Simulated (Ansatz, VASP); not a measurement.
SnO in VASP and in Ansatz

Contents of INCAR:

```
SYSTEM = SnO
ALGO     = Normal         ! electronic algorithm
EDIFF    = 1E-6           ! SCF threshold, eV
ENCUT    = 520            ! plane-wave cutoff, eV
GGA      = PE             ! functional
ISIF     = 2              ! what is computed and relaxed
ISMEAR   = 0              ! smearing method
LASPH    = .True.         ! aspherical terms in the spheres
LCHARG   = .True.         ! write CHGCAR
LELF     = .True.         ! ELF
LREAL    = .False.        ! projectors in reciprocal space
LVHAR    = .True.       
LWAVE    = .False.        ! write WAVECAR
NBANDS   = 28             ! bands
NELM     = 80             ! most SCF steps
PREC     = Accurate       ! precision mode
SIGMA    = 0.1            ! smearing width, eV
```

Contents of KPOINTS:

```
k-points
0
Gamma
  6 6 4
  0 0 0
```

Contents of POSCAR:

```
SnO
1.0
    3.3027895072      0.0000000000      0.0000000000
   -1.6513947536      2.8602996166      0.0000000000
    0.0000000000      0.0000000000      5.5145811002
Sn O
2 2
Direct
    0.0000000000      0.0000000000      0.0071360785
    0.3333333333      0.6666666667      0.5071361004
    0.0000000000      0.0000000000      0.3678643005
    0.3333333333      0.6666666667      0.8678645207
```

Input for Ansatz:

```yaml
crystal:
  lattice:
    - [3.3027895072, 0.0, 0.0]
    - [-1.6513947536, 2.8602996166, 0.0]
    - [0.0, 0.0, 5.5145811002]
  atoms:
    - { symbol: Sn, position: [0.0, 0.0, 0.0071360785] }
    - { symbol: Sn, position: [0.3333333333, 0.6666666667, 0.5071361004] }
    - { symbol: O, position: [0.0, 0.0, 0.3678643005] }
    - { symbol: O, position: [0.3333333333, 0.6666666667, 0.8678645207] }
basis:
  ecutwfc: 420
kpoints:
  mp_grid: { grid: [6, 6, 4] }
hamiltonian:
  xc: pbe
scf:
  occupations: { method: gaussian, width: 0.1 }
output:
  forces: true
  stress: true
  eigenvalues: true
```

Alike in both runs: task single point; functional PBE; k mesh 6 × 6 × 4; occupations gaussian, width 0.1 eV; no spin polarisation.

```csv
,VASP,Ansatz
version,VASP 6.6.1,Ansatz 0.2.0
potentials or method,"VASP PAW PBE potentials, release 64 (Sn_d, O), cutoff 520 eV","scalar-relativistic, plane waves, PAW"
valence electrons in the cell,40,40
```

VASP gave:

```
gap on the k mesh at the Fermi level (eV) : none
rms of the force components (eV/Å)        : 0.005
```

What did Ansatz give for the same quantities?

gap on the k mesh at the Fermi level (eV): none; rms of the force components (eV/Å): 0.003.

Atom by atom the forces differ by 0.002 eV/Å (rms over components). A gap of «none» marks a metal or a gap that the smearing closes. Ansatz's warnings: structure snapped to symmetry.

The k mesh is coarse, so the values compare programs but aren't converged.
